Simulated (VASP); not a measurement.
Set up this calculation in VASP 6.6.1, as the native input.

```
Task                   : single point
Functional             : PBE
Potentials or basis    : VASP PAW PBE potentials, release 64 (Y_sv, Pd, Sn_d)
Cutoff                 : 520 eV
k mesh                 : 3 × 3 × 3
Occupations            : fermi-dirac, width 0.1 eV
Spin                   : no spin polarisation
Dipole correction      : no
Further INCAR settings : ALGO = Normal; EDIFF = 1e-07; NBANDS = 40
```

The structure of YSn3Pd lies in POSCAR:

```
YSn3Pd
1.0
    0.0234310000      4.7021280000      0.0270670000
    4.7302930000      0.0234310000     -0.0103690000
    2.3890170000      2.3310510000     -5.5730440000
Y Pd Sn
1 1 3
Direct
    0.9932791733      0.9844488722     -0.0258202991
    0.6538615986      0.6383205543      0.7032491267
    0.7667017010      0.2271966778      0.5029765623
    0.2171299137      0.7170147827      0.5209336817
    0.4251939392      0.4016778918      0.1778146245
```

These files were run (other wordings do the same):

INCAR

```
PREC = Accurate
ENCUT = 520
EDIFF = 1E-7
ISMEAR = -1
SIGMA = 0.1
LREAL = F
LASPH = T
NELM = 100
ALGO = Normal
ISIF = 2
LWAVE = F
LCHARG = F
GGA = PE
NBANDS = 40
```

KPOINTS

```
regular mesh
0
Gamma
  3 3 3
```

Potentials or basis: VASP PAW PBE potentials, release 64 (Y_sv, Pd, Sn_d).

Run with:

```bash
$ cat potpaw_PBE.64/Y_sv/POTCAR potpaw_PBE.64/Pd/POTCAR potpaw_PBE.64/Sn_d/POTCAR > POTCAR
$ mpirun -np 1 vasp_std > vasp.out
```

It gave:

* Pressure: 3.5 GPa
* Largest force: 2.222 eV/Å
* Band gap on the k mesh: zero (an odd number of electrons rules out a gap without spin polarisation)

Caveat: the k points lie up to 0.48 Å⁻¹ apart, too coarse for converged energies and pressures of a metal; spin-orbit coupling is left out, which moves the levels of the heavy elements; forces of over 1 eV/Å act on the atoms, so gaps and moduli don't describe the material at rest.

Wall time 63 s on 1 thread of AMD EPYC 9R45 96-Core Processor (Zen 5), with other jobs on the host, peak memory 0.25 GiB.
